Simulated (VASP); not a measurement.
Set up this calculation in VASP 6.6.1, as the native input.

```
Task                   : electric field gradients
Functional             : r2SCAN
Potentials or basis    : VASP PAW PBE potentials, release 64 (Si)
Cutoff                 : 520 eV
k mesh                 : 10 × 10 × 10
Occupations            : fermi-dirac, width 0.02 eV
Spin                   : no spin polarisation
Dipole correction      : no
Further INCAR settings : ALGO = Normal; EDIFF = 1e-08; NBANDS = 11
```

The system is Si.

```
Si
1.0
     0.00000    2.73988    2.73988
     2.73988    0.00000    2.73988
     2.73988    2.73988    0.00000
Si
2
Direct
  0.75000 0.75000 0.75000
  0.50000 0.50000 0.50000
```

This cell differs from its parent crystal: volume scaled by 1.02.

One way to write it, as run:

POSCAR

```
Si
1.0
    0.0000000000      2.7398772164      2.7398772164
    2.7398772164      0.0000000000      2.7398772164
    2.7398772164      2.7398772164      0.0000000000
Si
2
Direct
    0.7500000000      0.7500000000      0.7500000000
    0.5000000000      0.5000000000      0.5000000000
```

INCAR.step1

```
SYSTEM = Si
PREC     = Accurate       ! precision mode
ENCUT    = 520            ! plane-wave cutoff, eV
ISMEAR   = -1             ! smearing method
SIGMA    = 0.02           ! smearing width, eV
LREAL    = .FALSE.        ! projectors in reciprocal space
LASPH    = .TRUE.         ! aspherical terms in the spheres
NELM     = 60             ! most SCF steps
NBANDS   = 11             ! bands
GGA      = PE             ! functional
ALGO     = Normal         ! electronic algorithm
EDIFF    = 1E-4           ! SCF threshold, eV
LWAVE    = .TRUE.         ! write WAVECAR
LCHARG   = .FALSE.        ! write CHGCAR
```

INCAR.step2

```
SYSTEM = Si
PREC     = Accurate       ! precision mode
ENCUT    = 520            ! plane-wave cutoff, eV
EDIFF    = 1E-8           ! SCF threshold, eV
ISMEAR   = -1             ! smearing method
SIGMA    = 0.02           ! smearing width, eV
LREAL    = .FALSE.        ! projectors in reciprocal space
LASPH    = .TRUE.         ! aspherical terms in the spheres
NELM     = 60             ! most SCF steps
ALGO     = Normal         ! electronic algorithm
ISIF     = 2              ! what is computed and relaxed
LWAVE    = .FALSE.        ! write WAVECAR
LCHARG   = .FALSE.        ! write CHGCAR
METAGGA  = R2SCAN         ! meta-GGA
LMIXTAU  = .TRUE.       
LEFG     = .TRUE.       
NBANDS   = 11             ! bands
ISTART   = 1
```

KPOINTS

```
regular mesh
0
G
  10 10 10
  0 0 0
```

Potentials or basis: VASP PAW PBE potentials, release 64 (Si).

Launch:

```console
$ cat potpaw_PBE.64/Si/POTCAR > POTCAR
$ cp INCAR.step1 INCAR
$ mpirun -np 1 vasp_std > vasp.out
$ cp INCAR.step2 INCAR
$ mpirun -np 1 vasp_std > vasp.out
```

Results of the run:

```json
{
  "Pressure": "-2.0 GPa",
  "Band gap on the k mesh": "0.82 eV, indirect (least direct gap 2.75 eV)"
}
```

Caveat: without QUAD_EFG the Cq values of the log hold for a quadrupole moment of 1 mb, not for the nuclei; the PAW data sets were made with another functional, which shifts forces and pressure a little.

It took 45 s on 1 thread of Intel(R) Xeon(R) 6975P-C (Granite Rapids) (shared host), peak memory 0.16 GiB.
